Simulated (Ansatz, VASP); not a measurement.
## One calculation of ZnO, two programs

```
Zn O
1.0
     2.68821    0.00000    0.00000
     0.00000    2.68821    0.00000
     0.00000    0.00000    2.68821
Zn O
1 1
Direct
  0.00000 0.00000 0.00000
  0.50000 0.50000 0.50000
```

Alike in both runs: task relaxation of cell and atoms; functional HF; k mesh 5 × 5 × 5; occupations fermi-dirac, width 0.05 eV; no spin polarisation.

|  | VASP | Ansatz |
| --- | --- | --- |
| version | VASP 6.6.1 | Ansatz 0.2.0 |
| potentials or method | VASP PAW PBE potentials, release 64 (Zn, O) | Ansatz PAW |
| plane-wave cutoff (eV) | 600 | 420 |
| valence electrons in the cell | 18 | 18 |

|  | VASP | Ansatz | Ansatz less VASP |
| --- | --- | --- | --- |
| gap on the k mesh at the Fermi level, each at its own relaxed structure (eV) | 9.48 | 9.54 | +0.069 |
| relaxed volume (Å³/atom) | 9.39 | 9.35 | -0.039 |
| relaxed cell length with the largest relative difference (Å) | 2.658 | 2.654 | -0.0037 |

VASP's potentials were made for PBE, not for HF.

The k mesh is coarse, so the values compare programs but aren't converged. Noted on Ansatz's run: odd divisions of the mesh miss points on the zone boundary, where band edges often lie, so the gap on the mesh can be too wide; the plane-wave basis is chosen anew once the cell has moved, so the energies of steps on either side of that aren't comparable.
